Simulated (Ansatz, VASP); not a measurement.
## MoS2 in VASP and in Ansatz

The input INCAR:

```
SYSTEM = MoS2
ALGO = Normal
EDIFF = 1E-6
ENCUT = 520
GGA = CA
ISIF = 2
ISMEAR = -1
LASPH = .TRUE.
LCHARG = .TRUE.
LELF = .TRUE.
LREAL = .FALSE.
LVHAR = .TRUE.
LWAVE = .FALSE.
NBANDS = 20
NELM = 80
PREC = Accurate
SIGMA = 0.15
```

KPOINTS

```
k-points
0
G
  11 11 11
  0 0 0
```

File POSCAR:

```
MoS2
1.0
    1.6059062438      0.9271699698      6.2508375944
   -1.6059062438      0.9271699698      6.2508375944
    0.0000000000     -1.8543409561      6.2508375944
Mo S
1 2
Direct
    0.0000000000      0.0000000000      0.0000000000
    0.2500000000      0.2500000000      0.2500000000
    0.4170000000      0.4170000000      0.4170000000
```

Input for Ansatz:

```yaml
crystal:
  lattice:
    - [1.6059062437674687, 0.927169969839148, 6.250837594411349]
    - [-1.6059062437674687, 0.927169969839148, 6.250837594411349]
    - [0.0, -1.8543409560746529, 6.250837594411349]
  atoms:
    - { symbol: Mo, position: [0.0, 0.0, 0.0] }
    - { symbol: S, position: [0.25, 0.25, 0.25] }
    - { symbol: S, position: [0.417, 0.417, 0.417] }
basis:
  ecutwfc: 450.0
kpoints:
  mp_grid:
    grid: [11, 11, 11]
hamiltonian:
  xc: lda
scf:
  occupations:
    method: fermi_dirac
    width: 0.15
output:
  stress: true
```

Alike in both runs: task single point; functional LDA; k mesh 11 × 11 × 11; occupations fermi-dirac, width 0.15 eV; no spin polarisation.

|  | VASP | Ansatz |
| --- | --- | --- |
| version | VASP 6.6.1 | Ansatz 0.2.0 |
| potentials or method | VASP PAW LDA potentials, release 64 (Mo_sv, S), cutoff 520 eV | plane waves, PAW |
| valence electrons in the cell | 26 | 26 |

|  | VASP | Ansatz | Ansatz less VASP |
| --- | --- | --- | --- |
| pressure (GPa) | -9.0 | -9.1 | -0.11 |
| traceless stress, the component that is largest in VASP (GPa) | 1.04 | 1.06 | +0.022 |

LDA's correlation is that of Perdew and Zunger in VASP and of Perdew and Wang (1992) in Ansatz.
